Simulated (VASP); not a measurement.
# Si3Ge (R-3m) in VASP: a series of runs, part 2 of 2

VASP 6.6.1.

**4. Relaxation of cell and atoms, PBE**

INCAR reads:

```
SYSTEM = Si3Ge
ALGO = Normal
EDIFF = 1E-6
EDIFFG = -0.04
ENCUT = 600
GGA = PE
IBRION = 2
ISIF = 3
ISMEAR = 0
LASPH = .True.
LCHARG = .False.
LREAL = .False.
LWAVE = .False.
NELM = 80
NSW = 90
PREC = Accurate
SIGMA = 0.1
```

KPOINTS reads:

```
k-points
0
Gamma
  6 6 6
  0 0 0
```

POSCAR reads:

```
Si3Ge
1.0
    1.4206109000      0.8201900800      9.2793915200
   -1.4206109000      0.8201900800      9.2793915200
    0.0000000000     -1.6403801700      9.2793915200
Si Ge
3 1
Direct
    0.0000000000      0.0000000000      0.0000000000
    0.2500000000      0.2500000000      0.2500000000
    0.7500000000      0.7500000000      0.7500000000
    0.5000000000      0.5000000000      0.5000000000
```

Potentials or basis: VASP PAW PBE potentials, release 64 (Si, Ge_d).

Run with:

```bash
cat potpaw_PBE.64/Si/POTCAR potpaw_PBE.64/Ge_d/POTCAR > POTCAR
mpirun -np 1 vasp_std > vasp.out
```

OUTCAR:

```text
SYSTEM = Si3Ge
   EDIFF = 1E-6
   EDIFFG = -0.04
   ENCUT = 600
   GGA = PE
   IBRION = 2
   ISIF = 3
   ISMEAR = 0
   LASPH = .True.
   LREAL = .False.
   NELM = 80
   NSW = 90
   PREC = Accurate

 ion  position               nearest neighbor table
   1  0.000  0.000  0.000-   3 2.84   2 2.84   3 2.84   3 2.84   2 2.84   2 2.84
   2  0.250  0.250  0.250-   1 2.84   4 2.84   1 2.84   1 2.84   4 2.84   4 2.84
   3  0.750  0.750  0.750-   4 2.84   1 2.84   4 2.84   4 2.84   1 2.84   1 2.84
   4  0.500  0.500  0.500-   2 2.84   3 2.84   2 2.84   2 2.84   3 2.84   3 2.84

  LATTYP: Found a trigonal (rhomboedric) cell.
 ALAT       =     9.4232666352
 COS(alpha) =     0.9545454545

  Lattice vectors:

 A1 = (   1.4206109000,   0.8201900800,   9.2793915200)
 A2 = (  -1.4206109000,   0.8201900800,   9.2793915200)
 A3 = (   0.0000000000,  -1.6403801700,   9.2793915200)

Analysis of symmetry for initial positions (statically):
=====================================================================
 Subroutine PRICEL returns:
 Original cell was already a primitive cell.

 Routine SETGRP: Setting up the symmetry group for a
 trigonal (rhombohedral) supercell.

 Subroutine GETGRP returns: Found 12 space group operations
 (whereof 12 operations were pure point group operations)
 out of a pool of 12 trial point group operations.

The static configuration has the point symmetry D_3d.

[... 241 lines left out ...]

 number of electron      26.0000000 magnetization

 E-fermi :  10.0879     XC(G=0): -11.5068

 val. band max:       10.0864351995   @ k =  -0.3333   0.3333   0.1667
 cond. band min:      10.0968719553   @ k =   0.5000  -0.0000   0.0000
 fundamental gap:      0.0104367558
 Fermi energy:        10.0879202579

 k-point     1 :       0.0000    0.0000    0.0000
  band No.  band energies     occupation
      1     -15.0736      2.00000
      2     -15.0546      2.00000
      3     -15.0546      2.00000
      4     -14.9055      2.00000
      5     -14.9055      2.00000
      6      -4.7323      2.00000
[... 502 lines left out ...]
  FREE ENERGIE OF THE ION-ELECTRON SYSTEM (eV)
  ---------------------------------------------------
  free  energy   TOTEN  =       -18.3175015192 eV

  energy  without entropy=      -18.3076846404  energy(sigma->0) =      -18.31259308

[... ionic steps 4 to 10 ...]

--------------------------------------- Ionic step       11  -------------------------------------------

 number of electron      26.0000003 magnetization

------------------------ aborting loop because EDIFF is reached ----------------------------------------
[... 71 lines left out ...]
--------------------------------------- Ionic step       13  -------------------------------------------

 number of electron      26.0000000 magnetization

 Free energy of the ion-electron system (eV)
  ---------------------------------------------------
  ext. energy  EPLUGINS =         0.00000000
  ---------------------------------------------------
  free energy    TOTEN  =       -18.48210526 eV

  energy without entropy =      -18.46889174  energy(sigma->0) =      -18.47549850

 E-fermi :   8.7331     XC(G=0): -11.0669

 val. band max:        8.6840907528   @ k =  -0.3333   0.3333   0.1667
 cond. band min:       8.7579725084   @ k =   0.3333   0.3333   0.0000
 fundamental gap:      0.0738817556
 Fermi energy:         8.7330534655

 k-point     1 :       0.0000    0.0000    0.0000
  band No.  band energies     occupation
      1     -16.2224      2.00000
      2     -16.1918      2.00000
      3     -16.1918      2.00000
      4     -16.0780      2.00000
      5     -16.0780      2.00000
      6      -5.1786      2.00000
[... 502 lines left out ...]
  FREE ENERGIE OF THE ION-ELECTRON SYSTEM (eV)
  ---------------------------------------------------
  free  energy   TOTEN  =       -18.4821052575 eV

  energy  without entropy=      -18.4688917350  energy(sigma->0) =      -18.47549850

 reached required accuracy - stopping structural energy minimisation
```

OSZICAR:

```text
N       E                     dE             d eps       ncg     rms          rms(c)
DAV:   1     0.135116800083E+03    0.13512E+03   -0.13582E+04  1199   0.288E+03
DAV:   2    -0.165555832979E+01   -0.13677E+03   -0.13365E+03  1216   0.525E+02
DAV:   3    -0.176586207082E+02   -0.16003E+02   -0.15334E+02  1389   0.111E+02
[... 123 lines left out ...]
DAV:   3    -0.184821475418E+02    0.11135E-02   -0.25686E-03  1494   0.685E-01    0.362E-02
DAV:   4    -0.184821152762E+02    0.32266E-04   -0.22661E-04  1441   0.135E-01    0.187E-02
DAV:   5    -0.184821073098E+02    0.79663E-05   -0.26517E-05  1499   0.790E-02    0.104E-02
DAV:   6    -0.184821055622E+02    0.17476E-05   -0.25865E-06   950   0.193E-02    0.269E-03
DAV:   7    -0.184821052575E+02    0.30473E-06   -0.60184E-07   574   0.682E-03
  13 F= -.18482105E+02 E0= -.18475498E+02  d E =-.662925E-03
```

CONTCAR:

```text
Si3Ge
   1.00000000000000
     1.3707542013253449    0.7914053017353052    9.9169834535965755
    -1.3707542013253449    0.7914053017353052    9.9169834535965755
    -0.0000000000000000   -1.5828106138011018    9.9169834536542751
  Si              Ge
     3     1
Direct
     0.0000000000000000    0.0000000000000000    0.0000000000000000
     0.2572228256295408    0.2572228256295408    0.2572228256298166
     0.7427771743704591    0.7427771743704591    0.7427771743701834
     0.5000000000000000    0.5000000000000000    0.5000000000000000

  0.00000000E+00  0.00000000E+00  0.00000000E+00
  0.00000000E+00  0.00000000E+00  0.00000000E+00
  0.00000000E+00  0.00000000E+00  0.00000000E+00
  0.00000000E+00  0.00000000E+00  0.00000000E+00
```

Wall time 31 min (1 thread of Intel Xeon 6975P-C (Granite Rapids), shared host); peak memory 1 GiB.

Results:

* Free energy: -18.4821 eV
* Relaxed volume: 16.14 Å³/atom
* Relaxed cell: a = 10.043 Å, b = 10.043 Å, c = 10.043 Å, α = 15.69°, β = 15.69°, γ = 15.69°
* Space group after relaxing (to 0.1 Å): R-3m (No. 166)
* Energy gained by relaxing: 56.5 meV/atom
* Ionic steps: 13
* Pressure after relaxing: 0.0 GPa
* Largest force after relaxing: 0.030 eV/Å

Forces on the atoms (eV/Å):
```
Si   0.000  0.000  0.000
Si   0.000  0.000  0.030
Si   0.000  0.000 -0.030
Ge   0.000  0.000  0.000
```

The path:
```csv
step,energy change (eV),largest force (eV/Å),pressure (GPa),volume (Å³)
1,0.0000,0.5366,-1.67,64.87
2,-0.0585,0.5530,-0.38,63.29
3,-0.0614,0.2578,7.17,58.64
4,-0.0987,0.3915,3.29,60.80
5,-0.1275,0.3080,3.14,61.10
6,-0.1968,0.1168,2.57,61.97
7,-0.1275,0.3098,2.94,63.58
8,-0.2086,0.0676,2.43,62.54
9,-0.2101,0.0316,2.44,62.41
10,-0.2253,0.0109,0.34,64.21
11,-0.2253,0.0144,0.15,64.39
12,-0.2253,0.0135,0.22,64.35
13,-0.2260,0.0295,-0.03,64.55
```

Final structure:
```
Si Ge
1.0
     1.37075    0.79141    9.91698
    -1.37075    0.79141    9.91698
     0.00000   -1.58281    9.91698
Si Ge
3 1
Direct
  0.00000 0.00000 0.00000
  0.25722 0.25722 0.25722
  0.74278 0.74278 0.74278
  0.50000 0.50000 0.50000
```

Caveat: the k points lie up to 0.44 Å⁻¹ apart in the final cell; the highest band is partly filled, so the run has too few bands.

**5. Single point, PBE**

This run uses another cell than the first one, of 15.99 Å³/atom.

INCAR reads:

```
ALGO = Normal
EDIFF = 1E-6
ENCUT = 520
GGA = PE
ISIF = 2
ISMEAR = 0
LASPH = True
LCHARG = False
LREAL = False
LWAVE = False
NBANDS = 21
NELM = 100
PREC = Accurate
SIGMA = 0.1
```

KPOINTS reads:

```
k-points
0
Gamma
  18 18 18
```

POSCAR reads:

```
Si3Ge
1.0
    1.4122772000      0.8153786216      9.2554267079
   -1.4122772000      0.8153786216      9.2554267079
    0.0000000000     -1.6307572432      9.2554267079
Si Ge
3 1
Direct
    0.0000000000      0.0000000000      0.0000000000
    0.2567461587      0.2567461587      0.2567461587
    0.7432538413      0.7432538413      0.7432538413
    0.5000000000      0.5000000000      0.5000000000
```

Potentials or basis: VASP PAW PBE potentials, release 64 (Si, Ge_d).

Run with:

```bash
cat potpaw_PBE.64/Si/POTCAR potpaw_PBE.64/Ge_d/POTCAR > POTCAR
mpirun -np 1 vasp_std > vasp.out
```

OUTCAR:

```text
EDIFF = 1E-6
   ENCUT = 520
   GGA = PE
   ISIF = 2
   ISMEAR = 0
   LASPH = True
   LREAL = False
   NELM = 100
   PREC = Accurate

 ion  position               nearest neighbor table
   1  0.000  0.000  0.000-   3 2.68   3 2.68   2 2.68   2 2.68   3 2.68   2 2.68
   2  0.257  0.257  0.257-   1 2.68   1 2.68   1 2.68   4 2.99   4 2.99   4 2.99
   3  0.743  0.743  0.743-   1 2.68   1 2.68   1 2.68   4 2.99   4 2.99   4 2.99
   4  0.500  0.500  0.500-   2 2.99   2 2.99   3 2.99   3 2.99   2 2.99   3 2.99

  LATTYP: Found a trigonal (rhomboedric) cell.
 ALAT       =     9.3979940802
 COS(alpha) =     0.9548352556

  Lattice vectors:

 A1 = (   1.4122772000,   0.8153786216,   9.2554267079)
 A2 = (  -1.4122772000,   0.8153786216,   9.2554267079)
 A3 = (   0.0000000000,  -1.6307572432,   9.2554267079)

Analysis of symmetry for initial positions (statically):
=====================================================================
 Subroutine PRICEL returns:
 Original cell was already a primitive cell.

 Routine SETGRP: Setting up the symmetry group for a
 trigonal (rhombohedral) supercell.

 Subroutine GETGRP returns: Found 12 space group operations
 (whereof 12 operations were pure point group operations)
 out of a pool of 12 trial point group operations.

The static configuration has the point symmetry D_3d.

Analysis of symmetry for dynamics (positions and initial velocities):
=====================================================================
 Subroutine PRICEL returns:
 Original cell was already a primitive cell.

 Routine SETGRP: Setting up the symmetry group for a
 trigonal (rhombohedral) supercell.

 Subroutine GETGRP returns: Found 12 space group operations
 (whereof 12 operations were pure point group operations)
 out of a pool of 12 trial point group operations.

The dynamic configuration has the point symmetry D_3d.

 Subroutine INISYM returns: Found 12 space group operations
 (whereof 12 operations are pure point group operations),
 and found     1 'primitive' translations

----------------------------------------------------------------------------------------

                                     Primitive cell

  volume of cell :      63.9480

  direct lattice vectors                    reciprocal lattice vectors
     1.412277200  0.815378622  9.255426708     0.354038145  0.204404018  0.036014907
    -1.412277200  0.815378622  9.255426708    -0.354038145  0.204404018  0.036014907
     0.000000000 -1.630757243  9.255426708     0.000000000 -0.408808037  0.036014907

  length of vectors
     9.397994080  9.397994080  9.397994080     0.410391379  0.410391379  0.410391379

  position of ions in fractional coordinates (direct lattice)
     0.000000000  0.000000000  0.000000000
     0.256746159  0.256746159  0.256746159
     0.743253841  0.743253841  0.743253841
     0.500000000  0.500000000  0.500000000

  ion indices of the primitive-cell ions
   primitive index   ion index
                 1           1
                 2           2
                 3           3
                 4           4

----------------------------------------------------------------------------------------

 KPOINTS: k-points

Automatic generation of k-mesh.
 Grid dimensions read from file:
 generate k-points for:   18   18   18

 Generating k-lattice:

  Cartesian coordinates                     Fractional coordinates (reciprocal lattice)
     0.019668786  0.011355779  0.002000828     0.055555556  0.000000000  0.000000000
    -0.019668786  0.011355779  0.002000828     0.000000000  0.055555556  0.000000000
     0.000000000 -0.022711558  0.002000828     0.000000000  0.000000000  0.055555556

  Length of vectors
     0.022799521  0.022799521  0.022799521

  Shift w.r.t. Gamma in fractional coordinates (k-lattice)
     0.000000000  0.000000000  0.000000000

 Subroutine IBZKPT returns following result:
 ===========================================

 Found    580 irreducible k-points:

 Following reciprocal coordinates:
            Coordinates               Weight
  0.000000  0.000000  0.000000      1.000000
  0.055556 -0.000000 -0.000000      6.000000
  0.111111 -0.000000 -0.000000      6.000000
  0.166667 -0.000000 -0.000000      6.000000
  0.222222 -0.000000 -0.000000      6.000000
  0.277778  0.000000  0.000000      6.000000
[... 16 lines left out ...]
 -0.277778  0.055556 -0.000000     12.000000
 -0.222222  0.055556  0.000000     12.000000
 [... further k-points ...]
   k-points           NKPTS =    580   k-points in BZ     NKDIM =    580   number of bands    NBANDS=     21
   number of dos      NEDOS =    301   number of ions     NIONS =      4
   total plane-waves  NPLWV = 343000
   dimension x,y,z NGX =    70 NGY =   70 NGZ =   70
   dimension x,y,z NGXF=   140 NGYF=  140 NGZF=  140
   ions per type =               3   1
   NGX,Y,Z   is equivalent  to a cutoff of  12.38, 12.38, 12.38 a.u.
   NGXF,Y,Z  is equivalent  to a cutoff of  24.77, 24.77, 24.77 a.u.
 SYSTEM =  unknown system
   PREC   = accura    normal or accurate (medium, high low for compatibility)
   ISTART =      0    job   : 0-new  1-cont  2-samecut
   ICHARG =      2    charge: 1-file 2-atom 10-const
   ISPIN  =      1    spin polarized calculation?
   LNONCOLLINEAR =      F non collinear calculations
   LSORBIT =      F    spin-orbit coupling
   LASPH  =      T    aspherical Exc in radial PAW
   ENCUT  =  520.0 eV  38.22 Ry    6.18 a.u.  17.47 17.47 17.47*2*pi/ulx,y,z
   NELM   =    100;   NELMIN=  2; NELMDL= -5     # of ELM steps
   EDIFF  = 0.1E-05   stopping-criterion for ELM
   LREAL  =      F    real-space projection
   EDIFFG = 0.1E-04   stopping-criterion for IOM
   NSW    =      0    number of steps for IOM
   IBRION =     -1    ionic relax: 0-MD 1-quasi-New 2-CG
   NFREE  =      0    steps in history (QN), initial steepest desc. (CG)
   ISIF   =      2    stress and relaxation
   ISYM   =      2    0-nonsym 1-usesym 2-fastsym
   POTIM  = 0.5000    time-step for ionic-motion
   TEBEG  =    0.0;   TEEND  =   0.0 temperature during run
   PSTRESS=    0.0 pullay stress
   NELECT =      26.0000    total number of electrons
   NUPDOWN=      -1.0000    fix difference up-down
   EMIN   =  10.00;   EMAX   =-10.00  energy-range for DOS
   EFERMI =   0.00;   METHOD = LEGACY
   ISMEAR =     0;   SIGMA  =   0.10  broadening in eV -4-tet -1-fermi 0-gaus
   EFERMI_NEDOS =   21; number of points for ismear=-14 and -15
   IALGO  =     38    algorithm
   IMIX   =      4    mixing-type and parameters
     AMIX     =   0.40;   BMIX     =  1.00
     AMIX_MAG =   1.60;   BMIX_MAG =  1.00
  volume/ion in A,a.u.               =      15.99       107.89
  Fermi-wavevector in a.u.,A,eV,Ry     =   1.212803  2.291866 20.012691  1.470891
  Thomas-Fermi vector in A             =   2.348275
   LORBIT       =      0    0 simple, 1 ext, 2 COOP (PROOUT), +10 PAW based schemes
   GGA     = PE    functional components
   LHFCALC =     F    Hartree Fock is set to
   AEXX    =    0.0000 exact exchange contribution
   IVDW    =     0    specifies the selected vdW correction
   LEPSILON=     F    determine dielectric tensor
   LRPA    =     F    only Hartree local field effects (RPA)
 non-spin polarized calculation
 Gauss-broadening in eV      SIGMA  =   0.10
  energy-cutoff  :      520.00
  volume of cell :       63.95
 maximum number of plane-waves:      1744
 NGX is ok and might be reduce to    70
   NGX = 35   NGY = 35   NGZ = 35

 number of electron      26.0000000 magnetization

 Free energy of the ion-electron system (eV)
  ---------------------------------------------------
  ext. energy  EPLUGINS =         0.00000000
  ---------------------------------------------------
  free energy    TOTEN  =       -18.67944522 eV

  energy without entropy =      -18.67074044  energy(sigma->0) =      -18.67509283

 E-fermi :   8.8661     XC(G=0): -11.1192

 val. band max:        8.8626465694   @ k =   0.5000   0.3889   0.1667
 cond. band min:       8.8679588946   @ k =  -0.1111   0.4444   0.1111
 fundamental gap:      0.0053123252
 Fermi energy:         8.8660833869

 k-point     1 :       0.0000    0.0000    0.0000
  band No.  band energies     occupation
      1     -15.9790      2.00000
      2     -15.9517      2.00000
      3     -15.9517      2.00000
      4     -15.8684      2.00000
      5     -15.8684      2.00000
      6      -5.1033      2.00000
[... 565 lines left out ...]
     20      16.2268      0.00000
     21      16.3877      0.00000

 [... further k-points ...]

------------------------ aborting loop because EDIFF is reached ----------------------------------------

  FORCE on cell =-STRESS in cart. coord.  units (eV):
  Direction    XX          YY          ZZ          XY          YZ          ZX
  --------------------------------------------------------------------------------------
  -------------------------------------------------------------------------------------
  Total       -0.0444984     -0.0444984     -0.0658431      0.0000000      0.0000000      0.0000000
  in kB       -1.1148796     -1.1148796     -1.6496586      0.0000000      0.0000000      0.0000000
  external PRESSURE =      -1.2931393 kB  Pullay stress =       0.0000000 kB

 VOLUME and BASIS-vectors are now :
 -----------------------------------------------------------------------------
  energy-cutoff  :      520.00
  volume of cell :       63.95
      direct lattice vectors                 reciprocal lattice vectors
     1.412277200  0.815378622  9.255426708     0.354038145  0.204404018  0.036014907
    -1.412277200  0.815378622  9.255426708    -0.354038145  0.204404018  0.036014907
     0.000000000 -1.630757243  9.255426708     0.000000000 -0.408808037  0.036014907

 POSITION                                       TOTAL-FORCE (eV/Angst)
 -----------------------------------------------------------------------------------
      0.00000      0.00000      0.00000        -0.000000      0.000000      0.000000
      0.00000      0.00000      7.12889        -0.000000      0.000000      0.004613
      0.00000      0.00000     20.63739        -0.000000      0.000000     -0.004613
      0.00000      0.00000     13.88314         0.000000     -0.000000     -0.000000
 -----------------------------------------------------------------------------------
    total drift:                                0.000000     -0.000000     -0.000000

  FREE ENERGIE OF THE ION-ELECTRON SYSTEM (eV)
  ---------------------------------------------------
  free  energy   TOTEN  =       -18.6794452155 eV

  energy  without entropy=      -18.6707404428  energy(sigma->0) =      -18.67509283
```

stdout:

```text
POSCAR found type information on POSCAR SiGe
 POSCAR found :  2 types and       4 ions
 scaLAPACK will be used
 LDA part: xc-table for (Slater+PW92), standard interpolation
 POSCAR, INCAR and KPOINTS ok, starting setup
 FFT: planning ... GRIDC
 FFT: planning ... GRID_SOFT
 FFT: planning ... GRID
 WAVECAR not read
 entering main loop
```

Run time: 45 min. Hardware: 1 thread of Intel Xeon 6975P-C (Granite Rapids), shared host; peak memory 1.2 GiB.

What came out:

```
Free energy            : -18.6794 eV
Pressure               : -0.1 GPa
Largest force          : 0.005 eV/Å
Band gap on the k mesh : zero (bands 13 and 14 overlap by 9.99 eV)
```

Forces on the atoms (eV/Å):
```
Si   0.000  0.000  0.000
Si   0.000  0.000  0.005
Si   0.000  0.000 -0.005
Ge   0.000  0.000  0.000
```

**6. Summary**

| task | cell | k mesh | cutoff (eV) | gap on the mesh (eV) | pressure (GPa) | largest force (eV/Å) |
| --- | --- | --- | --- | --- | --- | --- |
| single point | a = 9.423 Å, angles 17.3°, 4 atoms, atomic positions A | 6 × 6 × 6 | 520 | none | -1.9 | 0.54 |
| single point | a = 10.818 Å, angles 14.2°, 4 atoms, atomic positions B | 6 × 6 × 6 | 520 | none | 0.1 | 0.01 |
| relaxation of cell and atoms | relaxed from a = 9.423 Å, angles 17.3°, 4 atoms, atomic positions A | 6 × 6 × 6 | 600 | - | 0.0 | 0.03 |
| single point | a = 9.398 Å, angles 17.3°, 4 atoms, atomic positions C | 18 × 18 × 18 | 520 | none | -0.1 | - |

Alike in all rows: level PBE; potentials or basis VASP PAW PBE potentials, release 64 (Si, Ge_d); no spin polarisation; smearing gaussian 0.1 eV.

Caveats: some runs use coarse meshes; the highest band is partly filled, so the run has too few bands (at least some runs).

Absolute energies hang on the potentials; compare differences alone.

The gap in the log of VASP goes by the Fermi energy; the results here count the filled bands.